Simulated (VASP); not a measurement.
A run of VASP 6.6.1 is set up as follows.

File INCAR:

```
SYSTEM = BN
PREC = Accurate
ENCUT = 600
EDIFF = 1E-6
ISMEAR = 0
SIGMA = 0.05
LREAL = .FALSE.
LASPH = .TRUE.
NELM = 120
ALGO = Normal
ISIF = 2
LWAVE = .FALSE.
LCHARG = .TRUE.
LELF = .TRUE.
LVHAR = .TRUE.
NBANDS = 11
GGA_COMPAT = .FALSE.
```

The input KPOINTS:

```
regular mesh
0
G
  12 12 12
  0 0 0
```

Contents of POSCAR:

```
BN
1.0
    0.0000000000      3.6898902473      1.9436707384
    1.3213069444      0.0000000000      1.9436707384
    1.3213069444      3.6898902473      0.0000000000
B N
1 1
Direct
    0.0000486500      0.0000486500      0.9999513500
    0.6666513400      0.6666513400      0.3333486600
```

Potentials or basis: VASP PAW LDA potentials, release 64 (B, N).

Command:

```bash
$ cat potpaw_LDA.64/B/POTCAR potpaw_LDA.64/N/POTCAR > POTCAR
$ mpirun -np 1 vasp_std > vasp.out
```

Problem. What does it give for the pressure?

Solution. 21.8 GPa.

Problem. Predict the band gap on the k mesh.

Solution. 3.87 eV (least direct gap 4.65 eV).

Stress tensor (GPa, compression positive):
```
-30.17   0.00   0.00
  0.00  -1.84   0.00
  0.00   0.00  97.43
```

Caveat: the cell stands under pressure; forces of over 1 eV/Å act on the atoms, so gaps and moduli don't describe the material at rest. A k mesh can miss the band edges.
